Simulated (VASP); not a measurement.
Here is a VASP 6.6.1 calculation.

The input INCAR:

```
  PREC = Accurate
  ENCUT = 520
  EDIFF = 1E-6
  ISMEAR = -1
  SIGMA = 0.05
  LREAL = F
  LASPH = T
  NELM = 60
  ALGO = Normal
  ISIF = 2
  LWAVE = F
  LCHARG = F
  GGA = PE
  NBANDS = 15
```

The input KPOINTS:

```
regular mesh
0
Gamma
  10 10 5
```

The input POSCAR:

```
AlIn
1.0
    3.0743566159      0.0000000000      0.0000000000
   -1.5371833411      2.6624768019      0.0000000000
    0.0000000000      0.0000000000      5.8666172838
Al In
1 1
Direct
    0.0000000000      0.0000000000      0.0000000000
    0.0000000000      0.0000000000      0.5000000000
```

Potentials or basis: VASP PAW PBE potentials, release 64 (Al, In_d).

The run is started by

```sh
$ cat potpaw_PBE.64/Al/POTCAR potpaw_PBE.64/In_d/POTCAR > POTCAR
$ mpirun -np 1 vasp_std > vasp.out
```

(1) Predict the pressure.

(2) Estimate the band gap on the k mesh.

Answers

(1) -1.0 GPa.

(2) zero (band 8 reaches 8.01 eV, above the bottom of band 9 at 4.49 eV).

Caveat: spin-orbit coupling is left out, which moves the levels of the heavy elements.
